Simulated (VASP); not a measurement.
# Si2F3 (C2/m) in VASP: single point with PBE

Aim: the single point of Si2F3 with PBE.

All numbers are computed with VASP 6.6.1; they aren't measurements. Logs are shortened: lines on timing, memory, paths and dates and some standing lists are left out, and cuts for length are marked.

## 1. The cell of the first run

The structure is monoclinic, space group C2/m (No. 12). Conventional cell: a = 5.011 Å, b = 2.646 Å, c = 10.077 Å, α = 90.00°, β = 96.92°, γ = 90.00°. Si (site symmetry m) has 4 F at 1.96 to 2.33 Å within 2.6 Å. Within 3.1 Å of F (site symmetry 2/m) lie 4 Si at 2.33 Å and 6 F at 2.65 to 2.83 Å. Within 2.6 Å of F (site symmetry m) lie 2 Si at 1.96 Å.

## 2. Single point, PBE

Input file INCAR:

```
SYSTEM = Si2F3
ALGO = Normal
EDIFF = 1E-6
ENCUT = 520
GGA = PE
ISIF = 2
ISMEAR = 0
LASPH = .TRUE.
LCHARG = .TRUE.
LELF = .TRUE.
LREAL = .FALSE.
LVHAR = .TRUE.
LWAVE = .FALSE.
NBANDS = 22
NELM = 80
PREC = Accurate
SIGMA = 0.1
```

Input file KPOINTS:

```
k-points
0
G
  16 16 4
  0 0 0
```

Input file POSCAR:

```
Si2F3
1.0
    2.5053389559     -1.3229754456     -0.0085040277
    2.5053389559      1.3229754456     -0.0085040277
   -1.1799543122      0.0000000000     10.0079507574
Si F
2 3
Direct
    0.4534318922      0.4534318922      0.3078587221
    0.5465681078      0.5465681078      0.6921412779
    0.0000000000      0.0000000000      0.5000000000
    0.0816784595      0.0816784595      0.8369920960
    0.9183215405      0.9183215405      0.1630079040
```

Potentials or basis: VASP PAW PBE potentials, release 64 (Si, F).

Launch:

```console
$ cat potpaw_PBE.64/Si/POTCAR potpaw_PBE.64/F/POTCAR > POTCAR
$ mpirun -np 1 vasp_std > vasp.out
```

OUTCAR:

```text
SYSTEM = Si2F3
   EDIFF = 1E-6
   ENCUT = 520
   GGA = PE
   ISIF = 2
   ISMEAR = 0
   LASPH = .TRUE.
   LREAL = .FALSE.
   NELM = 80
   PREC = Accurate

 ion  position               nearest neighbor table
   1  0.453  0.453  0.308-   5 1.96   5 1.96   3 2.33   3 2.33
   2  0.547  0.547  0.692-   4 1.96   4 1.96   3 2.33   3 2.33
   3  0.000  0.000  0.500-   2 2.33   2 2.33   1 2.33   1 2.33
   4  0.082  0.082  0.837-   2 1.96   2 1.96
   5  0.918  0.918  0.163-   1 1.96   1 1.96

  LATTYP: Found a base centered monoclinic cell.
 ALAT       =     5.0107067775
 B/A-ratio  =     0.5280594153
 C/A-ratio  =     2.0111474173
 COS(beta)  =    -0.1204609908

  Lattice vectors:

 A1 = (   2.5053389559,  -1.3229754456,  -0.0085040277)
 A2 = (   2.5053389559,   1.3229754456,  -0.0085040277)
 A3 = (  -1.1799543122,   0.0000000000,  10.0079507574)

Analysis of symmetry for initial positions (statically):
=====================================================================
 Subroutine PRICEL returns:
 Original cell was already a primitive cell.

 Routine SETGRP: Setting up the symmetry group for a
 base centered monoclinic supercell.

 Subroutine GETGRP returns: Found  4 space group operations
 (whereof  4 operations were pure point group operations)
 out of a pool of  4 trial point group operations.

The static configuration has the point symmetry C_2h.

Analysis of symmetry for dynamics (positions and initial velocities):
=====================================================================
 Subroutine PRICEL returns:
 Original cell was already a primitive cell.

 Routine SETGRP: Setting up the symmetry group for a
 base centered monoclinic supercell.

 Subroutine GETGRP returns: Found  4 space group operations
 (whereof  4 operations were pure point group operations)
 out of a pool of  4 trial point group operations.

The dynamic configuration has the point symmetry C_2h.

 Subroutine INISYM returns: Found  4 space group operations
 (whereof  4 operations are pure point group operations),
 and found     1 'primitive' translations

----------------------------------------------------------------------------------------

                                     Primitive cell

  volume of cell :      66.3162

  direct lattice vectors                    reciprocal lattice vectors
     2.505338956 -1.322975446 -0.008504028     0.199653695 -0.377935964  0.023539508
     2.505338956  1.322975446 -0.008504028     0.199653695  0.377935964  0.023539508
    -1.179954312  0.000000000 10.007950757     0.000339302  0.000000000  0.099960560

  length of vectors
     2.833206599  2.833206599 10.077269994     0.428078613  0.428078613  0.099961136

  position of ions in fractional coordinates (direct lattice)
     0.453431892  0.453431892  0.307858722
     0.546568108  0.546568108  0.692141278
     0.000000000  0.000000000  0.500000000
     0.081678459  0.081678459  0.836992096
     0.918321541  0.918321541  0.163007904

  ion indices of the primitive-cell ions
   primitive index   ion index
                 1           1
                 2           2
                 3           3
                 4           4
                 5           5

----------------------------------------------------------------------------------------

 KPOINTS: k-points

Automatic generation of k-mesh.
 Grid dimensions read from file:
 generate k-points for:   16   16    4

 Generating k-lattice:

  Cartesian coordinates                     Fractional coordinates (reciprocal lattice)
     0.012478356 -0.023620998  0.001471219     0.062500000 -0.000000000  0.000000000
     0.012478356  0.023620998  0.001471219    -0.000000000  0.062500000  0.000000000
     0.000084826  0.000000000  0.024990140     0.000000000  0.000000000  0.250000000

  Length of vectors
     0.026754913  0.026754913  0.024990284

  Shift w.r.t. Gamma in fractional coordinates (k-lattice)
     0.000000000  0.000000000  0.000000000

 Subroutine IBZKPT returns following result:
 ===========================================

 Found    282 irreducible k-points:

 Following reciprocal coordinates:
            Coordinates               Weight
  0.000000  0.000000  0.000000      1.000000
  0.062500 -0.000000  0.000000      4.000000
  0.125000 -0.000000  0.000000      4.000000
  0.187500 -0.000000 -0.000000      4.000000
  0.250000 -0.000000  0.000000      4.000000
  0.312500 -0.000000  0.000000      4.000000
[... 16 lines left out ...]
 -0.125000  0.062500  0.000000      4.000000
 -0.062500  0.062500  0.000000      2.000000
 [... further k-points ...]
   k-points           NKPTS =    282   k-points in BZ     NKDIM =    282   number of bands    NBANDS=     22
   number of dos      NEDOS =    301   number of ions     NIONS =      5
   total plane-waves  NPLWV =  46080
   dimension x,y,z NGX =    24 NGY =   24 NGZ =   80
   dimension x,y,z NGXF=    48 NGYF=   48 NGZF=  160
   ions per type =               2   3
   NGX,Y,Z   is equivalent  to a cutoff of  14.08, 14.08, 13.20 a.u.
   NGXF,Y,Z  is equivalent  to a cutoff of  28.17, 28.17, 26.40 a.u.
 SYSTEM =  Si2F3
   PREC   = accura    normal or accurate (medium, high low for compatibility)
   ISTART =      0    job   : 0-new  1-cont  2-samecut
   ICHARG =      2    charge: 1-file 2-atom 10-const
   ISPIN  =      1    spin polarized calculation?
   LNONCOLLINEAR =      F non collinear calculations
   LSORBIT =      F    spin-orbit coupling
   LASPH  =      T    aspherical Exc in radial PAW
   ENCUT  =  520.0 eV  38.22 Ry    6.18 a.u.   5.27  5.27 18.74*2*pi/ulx,y,z
   NELM   =     80;   NELMIN=  2; NELMDL= -5     # of ELM steps
   EDIFF  = 0.1E-05   stopping-criterion for ELM
   LREAL  =      F    real-space projection
   EDIFFG = 0.1E-04   stopping-criterion for IOM
   NSW    =      0    number of steps for IOM
   IBRION =     -1    ionic relax: 0-MD 1-quasi-New 2-CG
   NFREE  =      0    steps in history (QN), initial steepest desc. (CG)
   ISIF   =      2    stress and relaxation
   ISYM   =      2    0-nonsym 1-usesym 2-fastsym
   POTIM  = 0.5000    time-step for ionic-motion
   TEBEG  =    0.0;   TEEND  =   0.0 temperature during run
   PSTRESS=    0.0 pullay stress
   NELECT =      29.0000    total number of electrons
   NUPDOWN=      -1.0000    fix difference up-down
   EMIN   =  10.00;   EMAX   =-10.00  energy-range for DOS
   EFERMI =   0.00;   METHOD = LEGACY
   ISMEAR =     0;   SIGMA  =   0.10  broadening in eV -4-tet -1-fermi 0-gaus
   EFERMI_NEDOS =   21; number of points for ismear=-14 and -15
   IALGO  =     38    algorithm
   IMIX   =      4    mixing-type and parameters
     AMIX     =   0.40;   BMIX     =  1.00
     AMIX_MAG =   1.60;   BMIX_MAG =  1.00
  volume/ion in A,a.u.               =      13.26        89.50
  Fermi-wavevector in a.u.,A,eV,Ry     =   1.242608  2.348189 21.008426  1.544076
  Thomas-Fermi vector in A             =   2.376955
   LORBIT       =      0    0 simple, 1 ext, 2 COOP (PROOUT), +10 PAW based schemes
   GGA     = PE    functional components
   LHFCALC =     F    Hartree Fock is set to
   AEXX    =    0.0000 exact exchange contribution
   IVDW    =     0    specifies the selected vdW correction
   LEPSILON=     F    determine dielectric tensor
   LRPA    =     F    only Hartree local field effects (RPA)
 non-spin polarized calculation
 Gauss-broadening in eV      SIGMA  =   0.10
  energy-cutoff  :      520.00
  volume of cell :       66.32
 maximum number of plane-waves:      1803
 NGX is ok and might be reduce to    24
   NGX = 11   NGY = 11   NGZ = 37

 number of electron      28.9999994 magnetization

 Free energy of the ion-electron system (eV)
  ---------------------------------------------------
  ext. energy  EPLUGINS =         0.00000000
  ---------------------------------------------------
  free energy    TOTEN  =       -22.69145533 eV

  energy without entropy =      -22.68528560  energy(sigma->0) =      -22.68837046

 E-fermi :   4.0695     XC(G=0):  -9.6599

 val. band max:        4.0282342152   @ k =  -0.4375   0.0625  -0.0000
 cond. band min:       4.0910359942   @ k =   0.4375   0.4375   0.2500
 fundamental gap:      0.0628017790
 Fermi energy:         4.0695270709

 k-point     1 :       0.0000    0.0000    0.0000
  band No.  band energies     occupation
      1     -21.0942      2.00000
      2     -21.0728      2.00000
      3     -19.6334      2.00000
      4      -7.3107      2.00000
      5      -6.5302      2.00000
      6      -2.6436      2.00000
[... 14 lines left out ...]
     21      14.6881      0.00000
     22      15.0731      0.00000

 k-point     2 :       0.0625   -0.0000    0.0000
  band No.  band energies     occupation
      1     -21.0685      2.00000
      2     -21.0475      2.00000
      3     -19.6099      2.00000
      4      -7.2346      2.00000
      5      -6.4683      2.00000
      6      -2.6146      2.00000
[... 14 lines left out ...]
     21      13.6537      0.00000
     22      15.4596      0.00000

 k-point     3 :       0.1250   -0.0000    0.0000
  band No.  band energies     occupation
      1     -20.9942      2.00000
      2     -20.9744      2.00000
      3     -19.5426      2.00000
      4      -7.0102      2.00000
      5      -6.2879      2.00000
      6      -2.5377      2.00000
[... 14 lines left out ...]
     21      12.3563      0.00000
     22      15.5011      0.00000

 k-point     4 :       0.1875   -0.0000   -0.0000
  band No.  band energies     occupation
      1     -20.8809      2.00000
      2     -20.8630      2.00000
      3     -19.4401      2.00000
      4      -6.6508      2.00000
      5      -6.0078      2.00000
      6      -2.5005      2.00000
[... 14 lines left out ...]
     21      12.1846      0.00000
     22      14.7660      0.00000

 k-point     5 :       0.2500   -0.0000    0.0000
  band No.  band energies     occupation
      1     -20.7435      2.00000
      2     -20.7279      2.00000
      3     -19.3159      2.00000
      4      -6.1850      2.00000
      5      -5.6667      2.00000
      6      -2.8586      2.00000
[... 14 lines left out ...]
     21      12.6402      0.00000
     22      14.0094      0.00000

 k-point     6 :       0.3125   -0.0000    0.0000
  band No.  band energies     occupation
      1     -20.6018      2.00000
      2     -20.5886      2.00000
      3     -19.1880      2.00000
      4      -5.6721      2.00000
      5      -5.3377      2.00000
      6      -3.3051      2.00000
[... 14 lines left out ...]
     21      13.1699      0.00000
     22      13.4425      0.00000

 k-point     7 :       0.3750   -0.0000   -0.0000
  band No.  band energies     occupation
      1     -20.4779      2.00000
      2     -20.4669      2.00000
      3     -19.0765      2.00000
      4      -5.2317      2.00000
      5      -5.1266      2.00000
      6      -3.5788      2.00000
[... 324 lines left out ...]
      6      -3.5264      2.00000
[... 14 lines left out ...]
     21      13.5966      0.00000
     22      13.8542      0.00000

 k-point    21 :      -0.2500    0.0625    0.0000
  band No.  band energies     occupation
      1     -20.6401      2.00000
      2     -20.6257      2.00000
      3     -19.2236      2.00000
      4      -5.8729      2.00000
      5      -5.4881      2.00000
      6      -3.2307      2.00000
[... 14 lines left out ...]
     21      13.0017      0.00000
     22      14.2395      0.00000

 k-point    22 :      -0.1875    0.0625    0.0000
  band No.  band energies     occupation
      1     -20.7808      2.00000
      2     -20.7640      2.00000
      3     -19.3506      2.00000
      4      -6.3592      2.00000
      5      -5.8105      2.00000
      6      -2.7990      2.00000
[... 14 lines left out ...]
     21      12.4542      0.00000
     22      14.7631      0.00000

 k-point    23 :      -0.1250    0.0625    0.0000
  band No.  band energies     occupation
      1     -20.9102      2.00000
      2     -20.8915      2.00000
      3     -19.4674      2.00000
      4      -6.7754      2.00000
      5      -6.1154      2.00000
      6      -2.5144      2.00000
[... 14 lines left out ...]
     21      12.0136      0.00000
     22      15.4350      0.00000

 k-point    24 :      -0.0625    0.0625    0.0000
  band No.  band energies     occupation
      1     -21.0107      2.00000
      2     -20.9904      2.00000
      3     -19.5580      2.00000
      4      -7.0748      2.00000
      5      -6.3449      2.00000
      6      -2.5579      2.00000
[... 14 lines left out ...]
     21      12.4266      0.00000
     22      15.8150      0.00000

 [... further k-points ...]

------------------------ aborting loop because EDIFF is reached ----------------------------------------

  FORCE on cell =-STRESS in cart. coord.  units (eV):
  Direction    XX          YY          ZZ          XY          YZ          ZX
  --------------------------------------------------------------------------------------
  -------------------------------------------------------------------------------------
  Total       -0.0962394      0.0671452      0.0514287      0.0000000      0.0000000     -0.0033212
  in kB       -2.3251132      1.6222060      1.2425014      0.0000000      0.0000000     -0.0802390
  external PRESSURE =       0.1798647 kB  Pullay stress =       0.0000000 kB

 VOLUME and BASIS-vectors are now :
 -----------------------------------------------------------------------------
  energy-cutoff  :      520.00
  volume of cell :       66.32
      direct lattice vectors                 reciprocal lattice vectors
     2.505338956 -1.322975446 -0.008504028     0.199653695 -0.377935964  0.023539508
     2.505338956  1.322975446 -0.008504028     0.199653695  0.377935964  0.023539508
    -1.179954312  0.000000000 10.007950757     0.000339302  0.000000000  0.099960560

 POSITION                                       TOTAL-FORCE (eV/Angst)
 -----------------------------------------------------------------------------------
      1.90874      0.00000      3.07332        -0.000234      0.000000      0.038904
      1.92198      0.00000      6.91762         0.000234      0.000000     -0.038904
     -0.58998      0.00000      5.00398         0.000000      0.000000      0.000000
     -0.57835      0.00000      8.37519         0.000057      0.000000      0.048284
      4.40907      0.00000      1.61576        -0.000057      0.000000     -0.048284
 -----------------------------------------------------------------------------------
    total drift:                                0.000000      0.000000      0.000000

  FREE ENERGIE OF THE ION-ELECTRON SYSTEM (eV)
  ---------------------------------------------------
  free  energy   TOTEN  =       -22.6914553333 eV

  energy  without entropy=      -22.6852855966  energy(sigma->0) =      -22.68837046
```

Wall time 6.7 min (1 thread of AMD EPYC 7R43 (Zen 3), shared host); peak memory 0.38 GiB.

What came out:

```
Free energy   : -22.6915 eV
Pressure      : 0.0 GPa
Largest force : 0.048 eV/Å
```

Forces on the atoms (eV/Å):
```
Si   0.000  0.000  0.039
Si   0.000  0.000 -0.039
F    0.000  0.000  0.000
F    0.000  0.000  0.048
F    0.000  0.000 -0.048
```

Stress tensor (GPa, compression positive):
```
-0.23  0.00 -0.01
 0.00  0.16  0.00
-0.01  0.00  0.12
```

Caveat: an odd number of electrons without spin polarisation forces a metal; a magnetic or distorted state may lie lower.
